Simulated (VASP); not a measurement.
# SnSe2 (P4_2/mnm) in VASP: further runs

Runs on SnSe2. Level: r2SCAN. Tasks: single point.

Program: VASP 6.6.1. These are calculated values, not measurements. Logs are shortened: lines on timing, memory, paths and dates and some standing lists are left out, and cuts for length are marked.

## (1) The cell of the first run

It takes space group P4_2/mnm (No. 136, tetragonal). The conventional cell has a = 6.567 Å, b = 6.567 Å, c = 3.993 Å, α = 90.00°, β = 90.00°, γ = 90.00°. Within 3.5 Å of Sn (site symmetry mmm) lie 6 Se at 2.68 to 2.85 Å. Within 3.6 Å of Se (site symmetry m2m) lie 3 Sn at 2.68 to 2.85 Å and 1 Se at 3.58 Å.

## (2) Single point, r2SCAN (28.70 Å³/atom)

POSCAR reads:

```
SnSe2
1.0
    6.5668286779      0.0000000000      0.0000000000
    0.0000000000      6.5668286779      0.0000000000
    0.0000000000      0.0000000000      3.9933478434
Sn Se
2 4
Direct
    0.0000000000      0.0000000000      0.0000000000
    0.5000000000      0.5000000000      0.5000000000
    0.3072983795      0.3072983795      0.0000000000
    0.1927016205      0.8072983795      0.5000000000
    0.8072983795      0.1927016205      0.5000000000
    0.6927016205      0.6927016205      0.0000000000
```

INCAR.step1 reads:

```
SYSTEM = SnSe2
ALGO = Normal
EDIFF = 1E-4
ENCUT = 520
GGA = PE
ISMEAR = -1
LASPH = .True.
LCHARG = .False.
LREAL = .False.
LWAVE = .True.
NBANDS = 35
NELM = 80
PREC = Accurate
SIGMA = 0.02
```

INCAR.step2 reads:

```
SYSTEM = SnSe2
ALGO = Normal
EDIFF = 1E-6
ENCUT = 520
ISIF = 2
ISMEAR = -1
ISTART = 1
LASPH = .True.
LCHARG = .False.
LMIXTAU = .True.
LREAL = .False.
LWAVE = .False.
METAGGA = R2SCAN
NBANDS = 35
NELM = 80
PREC = Accurate
SIGMA = 0.02
```

KPOINTS reads:

```
k-points
0
Gamma
  4 4 6
  0 0 0
```

Potentials or basis: VASP PAW PBE potentials, release 64 (Sn_d, Se).

The run is started by

```sh
> cat potpaw_PBE.64/Sn_d/POTCAR potpaw_PBE.64/Se/POTCAR > POTCAR
> cp INCAR.step1 INCAR
> mpirun -np 1 vasp_std > vasp.out
> cp INCAR.step2 INCAR
> mpirun -np 1 vasp_std > vasp.out
```

OUTCAR:

```text
SYSTEM = SnSe2
   EDIFF = 1E-6
   ENCUT = 520
   ISIF = 2
   ISMEAR = -1
   ISTART = 1
   LASPH = .True.
   LREAL = .False.
   METAGGA = R2SCAN
   NELM = 80
   PREC = Accurate

 ion  position               nearest neighbor table
   1  0.000  0.000  0.000-   4 2.68   5 2.68   4 2.68   5 2.68   3 2.85   6 2.85
   2  0.500  0.500  0.500-   3 2.68   6 2.68   3 2.68   6 2.68   5 2.85   4 2.85
   3  0.307  0.307  0.000-   2 2.68   2 2.68   1 2.85
   4  0.193  0.807  0.500-   1 2.68   1 2.68   2 2.85
   5  0.807  0.193  0.500-   1 2.68   1 2.68   2 2.85
   6  0.693  0.693  0.000-   2 2.68   2 2.68   1 2.85

  LATTYP: Found a simple tetragonal cell.
 ALAT       =     6.5668286779
 C/A-ratio  =     0.6081090339

  Lattice vectors:

 A1 = (   6.5668286779,   0.0000000000,   0.0000000000)
 A2 = (   0.0000000000,   6.5668286779,   0.0000000000)
 A3 = (   0.0000000000,   0.0000000000,   3.9933478434)

Analysis of symmetry for initial positions (statically):
=====================================================================
 Subroutine PRICEL returns:
 Original cell was already a primitive cell.

 Routine SETGRP: Setting up the symmetry group for a
 simple tetragonal supercell.

 Subroutine GETGRP returns: Found 16 space group operations
 (whereof  8 operations were pure point group operations)
 out of a pool of 16 trial point group operations.

The static configuration has the point symmetry D_2h.
 The point group associated with its full space group is D_4h.

Analysis of symmetry for dynamics (positions and initial velocities):
=====================================================================
 Subroutine PRICEL returns:
 Original cell was already a primitive cell.

 Routine SETGRP: Setting up the symmetry group for a
 simple tetragonal supercell.

 Subroutine GETGRP returns: Found 16 space group operations
 (whereof  8 operations were pure point group operations)
 out of a pool of 16 trial point group operations.

The dynamic configuration has the point symmetry D_2h.
 The point group associated with its full space group is D_4h.

 Subroutine INISYM returns: Found 16 space group operations
 (whereof  8 operations are pure point group operations),
 and found     1 'primitive' translations

----------------------------------------------------------------------------------------

                                     Primitive cell

  volume of cell :     172.2061

  direct lattice vectors                    reciprocal lattice vectors
     6.566828678  0.000000000  0.000000000     0.152280507  0.000000000  0.000000000
     0.000000000  6.566828678  0.000000000     0.000000000  0.152280507  0.000000000
     0.000000000  0.000000000  3.993347843     0.000000000  0.000000000  0.250416452

  length of vectors
     6.566828678  6.566828678  3.993347843     0.152280507  0.152280507  0.250416452

  position of ions in fractional coordinates (direct lattice)
     0.000000000  0.000000000  0.000000000
     0.500000000  0.500000000  0.500000000
     0.307298379  0.307298379  0.000000000
     0.192701621  0.807298379  0.500000000
     0.807298379  0.192701621  0.500000000
     0.692701621  0.692701621  0.000000000

  ion indices of the primitive-cell ions
   primitive index   ion index
                 1           1
                 2           2
                 3           3
                 4           4
                 5           5
                 6           6

----------------------------------------------------------------------------------------

 KPOINTS: k-points

Automatic generation of k-mesh.
 Grid dimensions read from file:
 generate k-points for:    4    4    6

 Generating k-lattice:

  Cartesian coordinates                     Fractional coordinates (reciprocal lattice)
     0.038070127  0.000000000  0.000000000     0.250000000  0.000000000  0.000000000
     0.000000000  0.038070127  0.000000000     0.000000000  0.250000000  0.000000000
     0.000000000  0.000000000  0.041736075     0.000000000  0.000000000  0.166666667

  Length of vectors
     0.038070127  0.038070127  0.041736075

  Shift w.r.t. Gamma in fractional coordinates (k-lattice)
     0.000000000  0.000000000  0.000000000

 Subroutine IBZKPT returns following result:
 ===========================================

 Found     24 irreducible k-points:

 Following reciprocal coordinates:
            Coordinates               Weight
  0.000000  0.000000  0.000000      1.000000
  0.250000  0.000000  0.000000      4.000000
  0.500000  0.000000  0.000000      2.000000
  0.250000  0.250000  0.000000      4.000000
  0.500000  0.250000  0.000000      4.000000
  0.500000  0.500000  0.000000      1.000000
[... 16 lines left out ...]
  0.500000  0.250000  0.500000      4.000000
  0.500000  0.500000  0.500000      1.000000
   k-points           NKPTS =     24   k-points in BZ     NKDIM =     24   number of bands    NBANDS=     35
   number of dos      NEDOS =    301   number of ions     NIONS =      6
   total plane-waves  NPLWV =  75000
   dimension x,y,z NGX =    50 NGY =   50 NGZ =   30
   dimension x,y,z NGXF=   100 NGYF=  100 NGZF=   60
   ions per type =               2   4
   NGX,Y,Z   is equivalent  to a cutoff of  12.66, 12.66, 12.49 a.u.
   NGXF,Y,Z  is equivalent  to a cutoff of  25.32, 25.32, 24.98 a.u.
 SYSTEM =  SnSe2
   PREC   = accura    normal or accurate (medium, high low for compatibility)
   ISTART =      1    job   : 0-new  1-cont  2-samecut
   ICHARG =      0    charge: 1-file 2-atom 10-const
   ISPIN  =      1    spin polarized calculation?
   LNONCOLLINEAR =      F non collinear calculations
   LSORBIT =      F    spin-orbit coupling
   LASPH  =      T    aspherical Exc in radial PAW
   ENCUT  =  520.0 eV  38.22 Ry    6.18 a.u.  12.21 12.21  7.42*2*pi/ulx,y,z
   NELM   =     80;   NELMIN=  2; NELMDL=  0     # of ELM steps
   EDIFF  = 0.1E-05   stopping-criterion for ELM
   LREAL  =      F    real-space projection
   EDIFFG = 0.1E-04   stopping-criterion for IOM
   NSW    =      0    number of steps for IOM
   IBRION =     -1    ionic relax: 0-MD 1-quasi-New 2-CG
   NFREE  =      0    steps in history (QN), initial steepest desc. (CG)
   ISIF   =      2    stress and relaxation
   ISYM   =      2    0-nonsym 1-usesym 2-fastsym
   POTIM  = 0.5000    time-step for ionic-motion
   TEBEG  =    0.0;   TEEND  =   0.0 temperature during run
   PSTRESS=    0.0 pullay stress
   NELECT =      52.0000    total number of electrons
   NUPDOWN=      -1.0000    fix difference up-down
   EMIN   =  10.00;   EMAX   =-10.00  energy-range for DOS
   EFERMI =   0.00;   METHOD = LEGACY
   ISMEAR =    -1;   SIGMA  =   0.02  broadening in eV -4-tet -1-fermi 0-gaus
   EFERMI_NEDOS =   21; number of points for ismear=-14 and -15
   IALGO  =     38    algorithm
   IMIX   =      4    mixing-type and parameters
     AMIX     =   0.40;   BMIX     =  1.00
     AMIX_MAG =   1.60;   BMIX_MAG =  1.00
  volume/ion in A,a.u.               =      28.70       193.68
  Fermi-wavevector in a.u.,A,eV,Ry     =   1.098314  2.075512 16.412615  1.206293
  Thomas-Fermi vector in A             =   2.234689
   LORBIT       =      0    0 simple, 1 ext, 2 COOP (PROOUT), +10 PAW based schemes
   METAGGA = R2SCAN    functional components
   LHFCALC =     F    Hartree Fock is set to
   AEXX    =    0.0000 exact exchange contribution
   IVDW    =     0    specifies the selected vdW correction
   LEPSILON=     F    determine dielectric tensor
   LRPA    =     F    only Hartree local field effects (RPA)
 non-spin polarized calculation
  energy-cutoff  :      520.00
  volume of cell :      172.21
 maximum number of plane-waves:      4680
 NGX is ok and might be reduce to    50
   NGX = 25   NGY = 25   NGZ = 15

 number of electron      52.0000001 magnetization

 Free energy of the ion-electron system (eV)
  ---------------------------------------------------
  ext. energy  EPLUGINS =         0.00000000
  ---------------------------------------------------
  free energy    TOTEN  =      -107.99078506 eV

  energy without entropy =     -107.98910260  energy(sigma->0) =     -107.98994383

 E-fermi :   3.3010     XC(G=0):  -9.4880

 val. band max:        3.2932152445   @ k =   0.0000   0.0000   0.1667
 cond. band min:       3.3412188863   @ k =   0.2500   0.0000   0.0000
 fundamental gap:      0.0480036418
 Fermi energy:         3.3009575755

 k-point     1 :       0.0000    0.0000    0.0000
  band No.  band energies     occupation
      1     -19.4390      2.00000
      2     -19.4179      2.00000
      3     -19.3454      2.00000
      4     -19.3454      2.00000
      5     -19.3248      2.00000
      6     -19.3222      2.00000
[... 27 lines left out ...]
     34       9.0754      0.00000
     35       9.8730      0.00000

 k-point     2 :       0.2500    0.0000    0.0000
  band No.  band energies     occupation
      1     -19.4360      2.00000
      2     -19.4210      2.00000
      3     -19.3454      2.00000
      4     -19.3454      2.00000
      5     -19.3244      2.00000
      6     -19.3226      2.00000
[... 27 lines left out ...]
     34       9.2046      0.00000
     35       9.8260      0.00000

 k-point     3 :       0.5000    0.0000    0.0000
  band No.  band energies     occupation
      1     -19.4285      2.00000
      2     -19.4285      2.00000
      3     -19.3453      2.00000
      4     -19.3453      2.00000
      5     -19.3235      2.00000
      6     -19.3235      2.00000
[... 27 lines left out ...]
     34       8.1657      0.00000
     35      10.8426      0.00000
[... 723 lines left out ...]
 k-point    23 :       0.5000    0.2500    0.5000
  band No.  band energies     occupation
      1     -19.4065      2.00000
      2     -19.4065      2.00000
      3     -19.3859      2.00000
      4     -19.3859      2.00000
      5     -19.3315      2.00000
      6     -19.3315      2.00000
[... 27 lines left out ...]
     34       9.9238      0.00000
     35      10.7611      0.00000

 k-point    24 :       0.5000    0.5000    0.5000
  band No.  band energies     occupation
      1     -19.4040      2.00000
      2     -19.4040      2.00000
      3     -19.3884      2.00000
      4     -19.3884      2.00000
      5     -19.3315      2.00000
      6     -19.3315      2.00000
[... 27 lines left out ...]
     34      10.3115      0.00000
     35      10.4970      0.00000

------------------------ aborting loop because EDIFF is reached ----------------------------------------

  FORCE on cell =-STRESS in cart. coord.  units (eV):
  Direction    XX          YY          ZZ          XY          YZ          ZX
  --------------------------------------------------------------------------------------
  -------------------------------------------------------------------------------------
  Total       -1.5753675     -1.5753675     -2.1135892      0.0000000      0.0000000      0.0000000
  in kB      -14.6569619    -14.6569619    -19.6644880      0.0000000      0.0000000      0.0000000
  external PRESSURE =     -16.3261373 kB  Pullay stress =       0.0000000 kB

 VOLUME and BASIS-vectors are now :
 -----------------------------------------------------------------------------
  energy-cutoff  :      520.00
  volume of cell :      172.21
      direct lattice vectors                 reciprocal lattice vectors
     6.566828678  0.000000000  0.000000000     0.152280507  0.000000000  0.000000000
     0.000000000  6.566828678  0.000000000     0.000000000  0.152280507  0.000000000
     0.000000000  0.000000000  3.993347843     0.000000000  0.000000000  0.250416452

 POSITION                                       TOTAL-FORCE (eV/Angst)
 -----------------------------------------------------------------------------------
      0.00000      0.00000      0.00000        -0.000000     -0.000000      0.000000
      3.28341      3.28341      1.99667        -0.000000     -0.000000      0.000000
      2.01798      2.01798      0.00000         0.077090      0.077090      0.000000
      1.26544      5.30139      1.99667        -0.077090      0.077090      0.000000
      5.30139      1.26544      1.99667         0.077090     -0.077090      0.000000
      4.54885      4.54885      0.00000        -0.077090     -0.077090      0.000000
 -----------------------------------------------------------------------------------
    total drift:                               -0.000000     -0.000000      0.000000

  FREE ENERGIE OF THE ION-ELECTRON SYSTEM (eV)
  ---------------------------------------------------
  free  energy   TOTEN  =      -107.9907850589 eV

  energy  without entropy=     -107.9891026046  energy(sigma->0) =     -107.98994383
```

Wall time 4.3 min (1 thread of Intel Xeon 6975P-C (Granite Rapids), shared host); peak memory 0.35 GiB.

Results:

| Item | Value |
| --- | --- |
| Free energy | -107.9908 eV |
| Pressure | -1.6 GPa |
| Largest force | 0.109 eV/Å |
| Band gap on the k mesh | 0.05 eV (least direct gap 0.10 eV) |

Forces in eV/Å, atoms in the order of the input:
```
Sn   0.000  0.000  0.000
Sn   0.000  0.000  0.000
Se   0.077  0.077  0.000
Se  -0.077  0.077  0.000
Se   0.077 -0.077  0.000
Se  -0.077 -0.077  0.000
```

Caveat: the structure was generated, so it needn't be the stable form of SnSe2; semilocal functionals underestimate gaps, and a narrow one can read as zero; the PAW data sets were made with another functional, which shifts forces and pressure a little; spin-orbit coupling is left out, which moves the levels of the heavy elements.

(Continued in part 2 of 2.)

The gap in the log of VASP goes by the Fermi energy; the results here count the filled bands.